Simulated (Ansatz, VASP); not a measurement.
**Two plane-wave programs on GaF**

```xyz
2
Lattice="0.0000 2.8462 2.8462 2.8462 0.0000 2.8462 2.8462 2.8462 0.0000" Properties=species:S:1:pos:R:3 pbc="T T T"
Ga    1.4231    1.4231    1.4231
F     0.0000    0.0000    0.0000
```

Alike in both runs: task relaxation of cell and atoms; functional PBEsol-based global hybrid; k mesh 4 × 4 × 4; occupations fermi-dirac, width 0.05 eV; no spin polarisation.

```csv
,VASP,Ansatz
version,VASP 6.6.1,Ansatz 0.2.0
potentials or method,"VASP PAW PBE potentials, release 64 (Ga_d, F)",Ansatz PAW
plane-wave cutoff (eV),600,420
valence electrons in the cell,20,20
```

```csv
,VASP,Ansatz,Ansatz less VASP
"gap on the k mesh at the Fermi level, each at its own relaxed structure (eV)",3.39,3.39,+0.007
relaxed volume (Å³/atom),21.44,21.61,+0.169
relaxed cell length with the largest relative difference (Å),3.929,3.939,+0.0103
```

VASP's potentials were made for PBE, not for PBEsol-based global hybrid.

The k mesh is coarse, so the values compare programs but aren't converged. Noted on Ansatz's run: the plane-wave basis is chosen anew once the cell has moved, so the energies of steps on either side of that aren't comparable.
